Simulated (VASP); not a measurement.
# GaAs (F-43m) in VASP: notebook, part 2 of 2

VASP 6.6.1. Earlier steps stand in the parts before.

### Step 3. Dielectric tensor, PBE

This run uses another cell than the first one, of 22.74 Å³/atom.

File INCAR:

```
SYSTEM = GaAs
PREC     = Accurate       ! precision mode
ENCUT    = 400            ! plane-wave cutoff, eV
EDIFF    = 1E-8           ! SCF threshold, eV
ISMEAR   = 0              ! smearing method
SIGMA    = 0.01           ! smearing width, eV
LREAL    = .FALSE.        ! projectors in reciprocal space
LASPH    = .TRUE.         ! aspherical terms in the spheres
NELM     = 120            ! most SCF steps
ALGO     = Normal         ! electronic algorithm
ISIF     = 2              ! what is computed and relaxed
LWAVE    = .FALSE.        ! write WAVECAR
LCHARG   = .FALSE.        ! write CHGCAR
GGA      = PE             ! functional
LEPSILON = .TRUE.         ! dielectric tensor by DFPT
GGA_COMPAT= .FALSE.
```

File KPOINTS:

```
Automatic mesh
0
G
  6 6 6
  0 0 0
```

File POSCAR:

```
GaAs
1.0
    0.0000000000      2.8330831922      2.8330831922
    2.8330831922      0.0000000000      2.8330831922
    2.8330831922      2.8330831922      0.0000000000
Ga As
1 1
Direct
    0.0000000000      0.0000000000      0.0000000000
    0.2500000000      0.2500000000      0.2500000000
```

Potentials or basis: VASP PAW PBE potentials, release 64 (Ga_d, As_d).

The run is started by

```bash
> cat potpaw_PBE.64/Ga_d/POTCAR potpaw_PBE.64/As_d/POTCAR > POTCAR
> mpirun -np 1 vasp_std > vasp.out
```

OUTCAR:

```text
SYSTEM = GaAs
   PREC = Accurate
   ENCUT = 400
   EDIFF = 1E-8
   ISMEAR = 0
   LREAL = .FALSE.
   LASPH = .TRUE.
   NELM = 120
   ISIF = 2
   GGA = PE
   LEPSILON = .TRUE.

 ion  position               nearest neighbor table
   1  0.000  0.000  0.000-   2 2.45   2 2.45   2 2.45   2 2.45
   2  0.250  0.250  0.250-   1 2.45   1 2.45   1 2.45   1 2.45

  LATTYP: Found a face centered cubic cell.
 ALAT       =     5.6661663844

  Lattice vectors:

 A1 = (   0.0000000000,   2.8330831922,   2.8330831922)
 A2 = (   2.8330831922,   0.0000000000,   2.8330831922)
 A3 = (   2.8330831922,   2.8330831922,   0.0000000000)

Analysis of symmetry for initial positions (statically):
=====================================================================
 Subroutine PRICEL returns:
 Original cell was already a primitive cell.

 Routine SETGRP: Setting up the symmetry group for a
 face centered cubic supercell.

[... 546 lines left out ...]

 Free energy of the ion-electron system (eV)
  ---------------------------------------------------
  ---------------------------------------------------
  free energy    TOTEN  =        -8.23140334 eV

  energy without entropy =       -8.23140334

------------------------ aborting loop because EDIFF is reached ----------------------------------------

 PIEZOELECTRIC TENSOR FIELD DIRECTION 3  (e Angst)
 -----------------------------------------------------------------------------
     0.00118 -4.65600  0.00000           (  0.00001 -0.00935  0.00000)
    -4.65600  0.00118  0.00000           ( -0.00935  0.00001  0.00000)
     0.00000  0.00000 -0.00494           (  0.00000  0.00000 -0.00000)

 PIEZOELECTRIC TENSOR FIELD DIRECTION 3  (C/m^2)
 -----------------------------------------------------------------------------
     0.00041 -1.64027  0.00000
    -1.64027  0.00041  0.00000
     0.00000  0.00000 -0.00174

 MACROSCOPIC STATIC DIELECTRIC TENSOR (including local field effects in DFT)
 ------------------------------------------------------
          63.928464    -0.000000     0.000000
          -0.000000    63.928464    -0.000000
           0.000000     0.000000    63.928464
 ------------------------------------------------------

 PIEZOELECTRIC TENSOR (including local field effects)  for field in x, y, z        (e  Angst)
          XX          YY          ZZ          XY          YZ          ZX
  --------------------------------------------------------------------------------
  x     0.00000    -0.00000     0.00000     0.00000    -4.67450    -0.00000
  y    -0.00000     0.00000     0.00000     0.00000     0.00000    -4.67450
  z     0.00000     0.00000     0.00000    -4.67450     0.00000    -0.00000

 PIEZOELECTRIC TENSOR (including local field effects)  for field in x, y, z        (C/m^2)
          XX          YY          ZZ          XY          YZ          ZX
  --------------------------------------------------------------------------------
  x     0.00000    -0.00000     0.00000     0.00000    -1.64679    -0.00000
  y    -0.00000     0.00000     0.00000     0.00000     0.00000    -1.64679
  z     0.00000     0.00000     0.00000    -1.64679     0.00000    -0.00000

 BORN EFFECTIVE CHARGES (including local field effects) (in |e|, cummulative output)
 ---------------------------------------------------------------------------------
 ion    1
    1     2.65068     0.00000    -0.00000
    2    -0.00000     2.65068    -0.00000
    3    -0.00000     0.00000     2.65068
 ion    2
    1    -2.65068     0.00000     0.00000
    2     0.00000    -2.65068     0.00000
    3     0.00000    -0.00000    -2.65068
```

OSZICAR:

```text
N       E                     dE             d eps       ncg     rms          rms(c)
DAV:   1     0.143770386790E+03    0.14377E+03   -0.12916E+04   660   0.580E+03
DAV:   2     0.114924152911E+02   -0.13228E+03   -0.12941E+03   578   0.600E+02
DAV:   3    -0.769434528003E+01   -0.19187E+02   -0.19061E+02   664   0.139E+02
[... 12 lines left out ...]
RMM:   8    -0.823108753257E+01   -0.66699E-03   -0.71031E-03  3861   0.950E-02    0.583E-03
RMM:   9    -0.823106837017E+01    0.19162E-04   -0.42726E-04  3790   0.472E-02    0.534E-03
RMM:  10    -0.823128538445E+01   -0.21701E-03   -0.20557E-03  3863   0.354E-02    0.850E-03
RMM:  11    -0.823133257525E+01   -0.47191E-04   -0.26301E-05  3815   0.129E-02    0.756E-03
RMM:  12    -0.823141584335E+01   -0.83268E-04   -0.82298E-05  3766   0.649E-03    0.773E-03
RMM:  13    -0.823140334262E+01    0.12501E-04   -0.13872E-05  3770   0.325E-03    0.808E-03
```

Wall time 6.2 min (1 thread of Intel Xeon Platinum 8559C (Emerald Rapids), shared host); peak memory 0.21 GiB.

Results:

```yaml
Band_gap_on_the_k_mesh: 0.47 eV
Electronic_dielectric_tensor_diagonal: 63.93
Born_charges_mean_of_the_diagonal: Ga +2.65; As -2.65 e
```

Levels at points of the mesh, in eV from the valence-band top:
```
           k point  band 12  band 13  band 14  band 15  band 16  band 17
(0.00, 0.00, 0.00)     0.00     0.00     0.00     0.47     3.73     3.73
(0.50, 0.00, 0.00)    -6.60    -1.13    -1.13     0.98     4.64     4.64
(0.50, 0.50, 0.00)    -6.78    -2.65    -2.65     1.48     1.66    10.12
```

Electronic dielectric tensor:
```
63.93  0.00  0.00
 0.00 63.93  0.00
 0.00  0.00 63.93
```

Born effective charge tensors (e):
atom 1, Ga
```
2.65 0.00 0.00
0.00 2.65 0.00
0.00 0.00 2.65
```
atom 2, As
```
-2.65  0.00  0.00
 0.00 -2.65  0.00
 0.00  0.00 -2.65
```

Caveat: the gap is small at this level, which inflates the dielectric constant; semilocal functionals underestimate gaps, and a narrow one can read as zero. As with any semilocal functional, this PBE gap is likely too small.

### Step 4. Dielectric tensor, r2SCAN

This run uses another cell than the first one, of 22.74 Å³/atom.

File INCAR:

```
SYSTEM = GaAs
ALGO = Normal
EDIFF = 1E-8
ENCUT = 440
GGA_COMPAT = .FALSE.
ISIF = 2
ISMEAR = 0
LASPH = .TRUE.
LCALCEPS = .TRUE.
LCHARG = .FALSE.
LMIXTAU = .TRUE.
LREAL = .FALSE.
LWAVE = .FALSE.
METAGGA = R2SCAN
NELM = 120
PREC = Accurate
SIGMA = 0.01
```

File KPOINTS:

```
k-points
0
G
  6 6 6
  0 0 0
```

POSCAR is that of step 3.

Potentials or basis: VASP PAW PBE potentials, release 64 (Ga_d, As_d).

The run is started by

```bash
> cat potpaw_PBE.64/Ga_d/POTCAR potpaw_PBE.64/As_d/POTCAR > POTCAR
> mpirun -np 1 vasp_std > vasp.out
```

OUTCAR:

```text
SYSTEM = GaAs
   EDIFF = 1E-8
   ENCUT = 440
   ISIF = 2
   ISMEAR = 0
   LASPH = .TRUE.
   LREAL = .FALSE.
   METAGGA = R2SCAN
   NELM = 120
   PREC = Accurate

 ion  position               nearest neighbor table
   1  0.000  0.000  0.000-   2 2.45   2 2.45   2 2.45   2 2.45
   2  0.250  0.250  0.250-   1 2.45   1 2.45   1 2.45   1 2.45

  LATTYP: Found a face centered cubic cell.
 ALAT       =     5.6661663844

  Lattice vectors:

 A1 = (   0.0000000000,   2.8330831922,   2.8330831922)
 A2 = (   2.8330831922,   0.0000000000,   2.8330831922)
[... 717 lines left out ...]
    3     0.00000     0.00000    -2.15880

  FORCE on cell =-STRESS in cart. coord.  units (eV):
  Direction    XX          YY          ZZ          XY          YZ          ZX
  --------------------------------------------------------------------------------------
  -------------------------------------------------------------------------------------
  Total       -0.0123776     -0.0123776     -0.0123776      0.0000000     -0.0000000      0.0000000
  in kB       -0.4360526     -0.4360526     -0.4360526      0.0000000     -0.0000000      0.0000000
  external PRESSURE =      -0.4360526 kB  Pullay stress =       0.0000000 kB

 VOLUME and BASIS-vectors are now :
 -----------------------------------------------------------------------------
  energy-cutoff  :      440.00
  volume of cell :       45.48
      direct lattice vectors                 reciprocal lattice vectors
     0.000000000  2.833083192  2.833083192    -0.176486169  0.176486169  0.176486169
     2.833083192  0.000000000  2.833083192     0.176486169 -0.176486169  0.176486169
     2.833083192  2.833083192  0.000000000     0.176486169  0.176486169 -0.176486169

 POSITION                                       TOTAL-FORCE (eV/Angst)
 -----------------------------------------------------------------------------------
      0.00000      0.00000      0.00000         0.000000      0.000000      0.000000
      1.41654      1.41654      1.41654        -0.000000     -0.000000     -0.000000
 -----------------------------------------------------------------------------------
    total drift:                               -0.000003     -0.000003     -0.000002

  FREE ENERGIE OF THE ION-ELECTRON SYSTEM (eV)
  ---------------------------------------------------
  free  energy   TOTEN  =       -27.0347937678 eV

  energy  without entropy=      -27.0347937678  energy(sigma->0) =      -27.03479377
```

It took 38 min on 1 thread of Intel Xeon 6975P-C (Granite Rapids), shared host; peak memory 0.31 GiB.

What came out:

```yaml
Band_gap_on_the_k_mesh: 0.93 eV
Electronic_dielectric_tensor_diagonal: 11.08
Born_charges_mean_of_the_diagonal: Ga +2.16; As -2.16 e
```

Levels at points of the mesh, in eV from the valence-band top:
```
           k point  band 12  band 13  band 14  band 15  band 16  band 17
(0.00, 0.00, 0.00)     0.00     0.00     0.00     0.93     4.04     4.04
(0.50, 0.00, 0.00)    -6.78    -1.18    -1.18     1.33     4.99     4.99
(0.50, 0.50, 0.00)    -6.96    -2.75    -2.75     1.76     1.95    10.81
```

Electronic dielectric tensor:
```
11.08  0.00  0.00
 0.00 11.08  0.00
 0.00  0.00 11.08
```

Born effective charge tensors (e):
atom 1, Ga
```
2.16 0.00 0.00
0.00 2.16 0.00
0.00 0.00 2.16
```
atom 2, As
```
-2.16  0.00  0.00
 0.00 -2.16  0.00
 0.00  0.00 -2.16
```

Dipole moments of the cell (e·Å, modulo the quantum): ionic 21.248, 21.248, 21.248; electronic -2.811, -2.811, -2.785

Caveat: the PAW data sets were made with another functional, which shifts forces and pressure a little. A k mesh can miss the band edges.

### Step 5. Overview

| task | level | cell | cutoff (eV) | gap on the mesh (eV) |
| --- | --- | --- | --- | --- |
| vibrations by perturbation theory | PBEsol | a = 4.000 Å, angles 60.0°, 2 atoms | 510 | - |
| dielectric tensor | PBE | a = 4.007 Å, angles 60.0°, 2 atoms | 400 | 0.47 |
| dielectric tensor | r2SCAN | a = 4.007 Å, angles 60.0°, 2 atoms | 440 | 0.93 |

Alike in all rows: potentials or basis VASP PAW PBE potentials, release 64 (Ga_d, As_d); no spin polarisation; k mesh 6 × 6 × 6; smearing gaussian 0.01 eV.

Caveats: the PAW data sets were made with another functional, which shifts forces and pressure a little (at least some runs); the gap is small at this level, which inflates the dielectric constant (at least some runs); semilocal functionals underestimate gaps, and a narrow one can read as zero (at least some runs).

Absolute energies hang on the potentials; compare differences alone.
